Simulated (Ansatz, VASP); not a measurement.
## Ni in VASP and in Ansatz

```
Ni
1.0
     0.00000   -1.75926   -1.75926
     0.00000    1.75926   -1.75926
     3.51852    0.00000    0.00000
Ni
2
Direct
  0.50000 0.50000 0.52132
  0.00000 0.00000 0.97868
```

Change from the starting cell: mode 6 (284.2 1/cm) frozen in, largest displacement +0.075 Å.

Alike in both runs: task single point; functional PBE; k mesh 24 × 24 × 18; occupations gaussian, width 0.15 eV; collinear spin.

```csv
,VASP,Ansatz
version,VASP 6.6.1,Ansatz 0.2.0
potentials or method,"VASP PAW PBE potentials, release 64 (Ni), cutoff 520 eV","scalar-relativistic, plane waves, PAW"
valence electrons in the cell,20,36
```

```csv
,VASP,Ansatz,Ansatz less VASP
gap on the k mesh at the Fermi level (eV),none,none,-
pressure (GPa),2.9,3.0,+0.08
"traceless stress, the component that is largest in VASP (GPa)",-0.20,-0.21,-0.004
rms of the force components (eV/Å),0.761,0.770,+0.0094
net moment per atom (μB),0.63,0.64,+0.013
size of the moment on the site where the two differ most (μB),0.64,0.68,+0.044
```

Site moments also hang on the region over which each program counts them. Atom by atom the forces differ by 0.009 eV/Å (rms over components). A gap of «none» marks a metal or a gap that the smearing closes. VASP's potentials hold 20 valence electrons a cell and Ansatz's 36, so a difference there can come from the potentials and not from the codes.
